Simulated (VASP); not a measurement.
Crystal: Ga2SeS3.

```
Ga Se S
1.0
     4.76033    0.00000    0.00000
     0.00000    4.76033    0.00000
     0.00000    0.00000    7.42335
Ga Se S
2 1 3
Direct
  0.50000 0.50000 0.68471
  0.50000 0.50000 0.31529
  0.50000 0.50000 0.00000
  0.50000 0.00000 0.50000
  0.00000 0.50000 0.50000
  0.00000 0.00000 0.50000
```

```yaml
Program: VASP 6.6.1
Task: relaxation of cell and atoms
Functional: PBE
Potentials_or_basis: VASP PAW PBE potentials, release 64 (Ga_d, Se, S)
Cutoff: 600 eV
k_mesh: 4 × 4 × 4
Occupations: gaussian, width 0.1 eV
Spin: no spin polarisation
```

At the start: pressure 0.0 GPa; volume 28.04 Å³/atom.

Question: How do energy, volume and symmetry change on relaxing?

Answer: Over 4 steps the energy falls by 2.2 meV/atom; space group P4/mmm (No. 123, to 0.05 Å).

Step by step:
```csv
step,energy change (eV),largest force (eV/Å),pressure (GPa),volume (Å³)
1,0.0000,0.1213,0.03,168.22
2,-0.0081,0.1543,-0.02,168.32
3,-0.0108,0.1792,-0.06,168.42
4,-0.0133,0.0198,0.07,168.15
```

Final structure:
```cif
data_structure
_symmetry_space_group_name_H-M 'P 1'
_symmetry_Int_Tables_number 1
_cell_length_a 4.7231
_cell_length_b 4.7231
_cell_length_c 7.5380
_cell_angle_alpha 90.000
_cell_angle_beta 90.000
_cell_angle_gamma 90.000
_cell_volume 168.15
loop_
_atom_site_label
_atom_site_type_symbol
_atom_site_fract_x
_atom_site_fract_y
_atom_site_fract_z
_atom_site_occupancy
Ga1 Ga 0.50000 0.50000 0.68802 1
Ga2 Ga 0.50000 0.50000 0.31198 1
Se1 Se 0.50000 0.50000 0.00000 1
S1 S 0.50000 0.00000 0.50000 1
S2 S 0.00000 0.50000 0.50000 1
S3 S 0.00000 0.00000 0.50000 1
```
